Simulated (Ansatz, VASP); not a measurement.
# HfNbTe4: VASP beside Ansatz

The input INCAR:

```
ALGO = Normal
EDIFF = 1E-6
ENCUT = 520
GGA = PE
ISIF = 2
ISMEAR = 0
LASPH = True
LCHARG = False
LREAL = False
LWAVE = False
NBANDS = 32
NELM = 80
PREC = Accurate
SIGMA = 0.1
```

Contents of KPOINTS:

```
k-points
0
Gamma
  4 4 2
```

POSCAR

```
HfNbTe4
1.0
    4.6777909600      0.0000000000      0.0000000000
    0.0000000000      4.6777909600      0.0000000000
    0.0000000000      0.0000000000      7.6617481300
Hf Nb Te
1 1 4
Direct
    0.0000000000      0.0000000000      0.0000000000
    0.5000000000      0.5000000000      0.5000000000
    0.5000000000      0.5000000000      0.7959481500
    0.5000000000      0.5000000000      0.2040518500
    0.5000000000      0.0000000000      0.5000000000
    0.0000000000      0.5000000000      0.5000000000
```

Input for Ansatz:

```yaml
crystal:
  lattice:
    - [4.67779096, 0.0, 0.0]
    - [0.0, 4.67779096, 0.0]
    - [0.0, 0.0, 7.66174813]
  atoms:
    - { symbol: Hf, position: [0.0, 0.0, 0.0] }
    - { symbol: Nb, position: [0.5, 0.5, 0.5] }
    - { symbol: Te, position: [0.5, 0.5, 0.79594815] }
    - { symbol: Te, position: [0.5, 0.5, 0.20405185] }
    - { symbol: Te, position: [0.5, 0.0, 0.5] }
    - { symbol: Te, position: [0.0, 0.5, 0.5] }
basis:
  ecutwfc: 420
kpoints:
  mp_grid: { grid: [4, 4, 2] }
hamiltonian:
  xc: pbe
scf:
  occupations: { method: gaussian, width: 0.1 }
  lower_state_search: "off"
output:
  forces: true
  stress: true
  eigenvalues: true
```

Change from the starting cell: species swapped into the RbFeF4 type (P4/mmm, No. 123).

Alike in both runs: task single point; functional PBE; k mesh 4 × 4 × 2; occupations gaussian, width 0.1 eV; no spin polarisation.

|  | VASP | Ansatz |
| --- | --- | --- |
| version | VASP 6.6.1 | Ansatz 0.2.0 |
| potentials or method | VASP PAW PBE potentials, release 64 (Hf_pv, Nb_sv, Te), cutoff 520 eV | scalar-relativistic, plane waves, PAW |
| valence electrons in the cell | 47 | 103 |

Ansatz gave:

| Property | Result |
| --- | --- |
| gap on the k mesh at the Fermi level (eV) | none |
| rms of the force components (eV/Å) | 3.754 |

Problem. What did VASP give for the same quantities?

Solution. gap on the k mesh at the Fermi level (eV): none; rms of the force components (eV/Å): 3.741.

Atom by atom the forces differ by 0.013 eV/Å (rms over components). A gap of «none» marks a metal or a gap that the smearing closes. VASP's potentials hold 47 valence electrons a cell and Ansatz's 103, so a difference there can come from the potentials and not from the codes.

The k mesh is coarse, so the values compare programs but aren't converged. Neither program's run includes spin-orbit coupling.
